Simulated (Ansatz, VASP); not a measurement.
# Rh in VASP and in Ansatz

```
Rh
1.0
     4.27058    0.00000    0.00000
    -2.13529    3.69843    0.00000
     0.00000    0.00000    2.47537
Rh
2
Direct
  0.33333 0.66667 0.50000
  0.66667 0.33333 0.50000
```

Alike in both runs: functional PBE; k mesh 12 × 12 × 4; occupations gaussian, width 0.1 eV; no spin polarisation.

Ansatz relaxed the structure, and its values are those at the end. VASP's run is a single point on that final structure, the one shown.

|  | VASP | Ansatz |
| --- | --- | --- |
| version | VASP 6.6.1 | Ansatz 0.2.0 |
| potentials or method | VASP PAW PBE potentials, release 64 (Rh_pv), cutoff 500 eV | scalar-relativistic, plane waves, PAW |
| valence electrons in the cell | 30 | 34 |

Ansatz gave:

| Quantity | Value |
| --- | --- |
| gap on the k mesh at the Fermi level (eV) | none |
| pressure (GPa) | 0.0 |

Problem. What did VASP give for the same quantities?

Solution. gap on the k mesh at the Fermi level (eV): none; pressure (GPa): 0.1.

A gap of «none» marks a metal or a gap that the smearing closes. VASP's potentials hold 30 valence electrons a cell and Ansatz's 34, so a difference there can come from the potentials and not from the codes.

The k mesh is coarse, so the values compare programs but aren't converged.
